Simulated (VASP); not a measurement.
The system is ZrO2.

```
Zr O
1.0
     0.00000    2.55786    2.55786
     2.55786    0.00000    2.55786
     2.55786    2.55786    0.00000
Zr O
1 2
Cartesian
  0.0000 0.0000 0.0000
  3.8368 3.8368 3.8368
  1.2789 1.2789 1.2789
```

| Quantity | Value |
| --- | --- |
| Program | VASP 6.6.1 |
| Task | relaxation of cell and atoms |
| Functional | PBEsol |
| Potentials or basis | VASP PAW PBE potentials, release 64 (Zr_sv, O) |
| Cutoff | 600 eV |
| k mesh | 8 × 8 × 8 |
| Occupations | fermi-dirac, width 0.02 eV |
| Spin | no spin polarisation |

At the start: pressure -7.1 GPa; volume 11.16 Å³/atom.

**Question.** How do energy, volume and symmetry change on relaxing?

**Answer.** Over 4 steps the energy falls by 7.3 meV/atom and the volume is 10.83 Å³/atom (-2.9 %); space group Fm-3m (No. 225, to 0.1 Å) before and after.

The path:
| step | energy change (eV) | largest force (eV/Å) | pressure (GPa) | volume (Å³) |
| --- | --- | --- | --- | --- |
| 1 | 0.0000 | 0.0000 | -7.06 | 33.47 |
| 2 | 0.0259 | 0.0000 | 11.82 | 31.15 |
| 3 | -0.0220 | 0.0000 | -0.08 | 32.51 |
| 4 | -0.0220 | 0.0000 | 0.07 | 32.49 |

Final structure:
```
Zr O
1.0
     0.00000    2.53256    2.53256
     2.53256    0.00000    2.53256
     2.53256    2.53256    0.00000
Zr O
1 2
Cartesian
  2.5326 2.5326 0.0000
  3.7988 3.7988 3.7988
  1.2663 1.2663 1.2663
```

Caveat: the PAW data sets were made with another functional, which shifts forces and pressure a little.
